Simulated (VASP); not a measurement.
The system is Al.

```xyz
1
Lattice="0.0000 2.0250 2.0250 2.0250 0.0000 2.0250 2.0250 2.0250 0.0000" Properties=species:S:1:pos:R:3 pbc="T T T"
Al    0.0000    0.0000    0.0000
```

```yaml
Program: VASP 6.6.1
Task: relaxation of cell and atoms
Functional: PBEsol
Potentials_or_basis: VASP PAW PBE potentials, release 64 (Al)
Cutoff: 600 eV
k_mesh: 40 × 40 × 40
Occupations: methfessel-paxton, width 0.4 eV
Spin: no spin polarisation
```

At the start: pressure -2.0 GPa; volume 16.61 Å³/atom.

Where does the relaxation end?

Over 3 steps the energy falls by 2.7 meV/atom and the volume is 16.19 Å³/atom (-2.5 %); space group Fm-3m (No. 225, to 0.05 Å).

Step by step:
```tsv
step	energy change (eV)	largest force (eV/Å)	pressure (GPa)	volume (Å³)
1	0.0000	0.0000	-1.99	16.61
2	-0.0026	0.0000	0.37	16.12
3	-0.0027	0.0000	0.00	16.19
```

Final structure:
```
CELL_PARAMETERS angstrom
0.00000 2.00775 2.00775
2.00775 0.00000 2.00775
2.00775 2.00775 0.00000
ATOMIC_POSITIONS crystal
Al 0.00000 0.00000 0.00000
```

Caveat: the PAW data sets were made with another functional, which shifts forces and pressure a little.
